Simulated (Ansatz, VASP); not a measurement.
## One calculation of Zn5Ge2O, two programs

```
Zn Ge O
1.0
     3.04828    0.00000    0.00000
    -1.52414    2.63989    0.00000
     0.00000    0.00000   15.31437
Zn Ge O
5 2 1
Direct
  0.66667 0.33333 0.91590
  0.33333 0.66667 0.08410
  0.33333 0.66667 0.36838
  0.66667 0.33333 0.63162
  0.00000 0.00000 0.50000
  0.66667 0.33333 0.22399
  0.33333 0.66667 0.77601
  0.00000 0.00000 0.00000
```

Alike in both runs: functional PBE; k mesh 12 × 12 × 2; occupations gaussian, width 0.1 eV; no spin polarisation.

Ansatz relaxed the structure, and its values are those at the end. VASP's run is a single point on that final structure, the one shown.

```csv
,VASP,Ansatz
version,VASP 6.6.1,Ansatz 0.2.0
potentials or method,"VASP PAW PBE potentials, release 64 (Zn, Ge_d, O), cutoff 520 eV","scalar-relativistic, plane waves, PAW"
valence electrons in the cell,94,94
```

Ansatz gave:

- gap on the k mesh at the Fermi level (eV): none
- pressure (GPa): 0.0
- rms of the force components (eV/Å): 0.000

Task: Which values does VASP return?

Result: gap on the k mesh at the Fermi level (eV): none; pressure (GPa): 0.3; rms of the force components (eV/Å): 0.011.

A gap of «none» marks a metal or a gap that the smearing closes.
